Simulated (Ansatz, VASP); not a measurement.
## CsI: VASP beside Ansatz

Contents of INCAR:

```
  PREC = Accurate
  ENCUT = 500
  EDIFF = 1E-6
  ISMEAR = 0
  SIGMA = 0.01
  LREAL = F
  LASPH = T
  NELM = 120
  ALGO = Normal
  ISIF = 2
  LWAVE = F
  LCHARG = F
  GGA = PE
  NBANDS = 15
  GGA_COMPAT = F
```

KPOINTS

```
Automatic mesh
0
Gamma
  2 2 2
```

Contents of POSCAR:

```
CsI
1.0
    4.6080831759      0.0000000000      0.0000000000
    0.0000000000      4.6080831759      0.0000000000
    0.0000000000      0.0000000000      4.6080831759
Cs I
1 1
Direct
    0.0000000000      0.0000000000      0.0000000000
    0.5000000000      0.5000000000      0.5000000000
```

Input for Ansatz:

```yaml
crystal:
  lattice:
    - [4.6080831759, 0.0, 0.0]
    - [0.0, 4.6080831759, 0.0]
    - [0.0, 0.0, 4.6080831759]
  atoms:
    - { symbol: Cs, position: [0.0, 0.0, 0.0] }
    - { symbol: I, position: [0.5, 0.5, 0.5] }
kpoints:
  mp_grid: { grid: [2, 2, 2] }
hamiltonian:
  xc: pbe
scf:
  occupations: { method: fixed }
  n_extra_bands: 4
output:
  forces: true
  stress: true
  eigenvalues: true
```

Alike in both runs: task single point; functional PBE; k mesh 2 × 2 × 2; no spin polarisation.

|  | VASP | Ansatz |
| --- | --- | --- |
| version | VASP 6.6.1 | Ansatz 0.2.0 |
| potentials or method | VASP PAW PBE potentials, release 64 (Cs_sv, I) | plane waves |
| plane-wave cutoff (eV) | 500 | 420 |
| occupations | gaussian, width 0.01 eV | fixed |
| valence electrons in the cell | 16 | 26 |

|  | VASP | Ansatz | Ansatz less VASP |
| --- | --- | --- | --- |
| gap on the k mesh at the Fermi level (eV) | 3.73 | 3.74 | +0.014 |
| pressure (GPa) | 1.3 | 1.2 | -0.04 |

VASP's potentials hold 16 valence electrons a cell and Ansatz's 26, so a difference there can come from the potentials and not from the codes.

The k mesh is coarse, so the values compare programs but aren't converged. Neither program's run includes spin-orbit coupling.
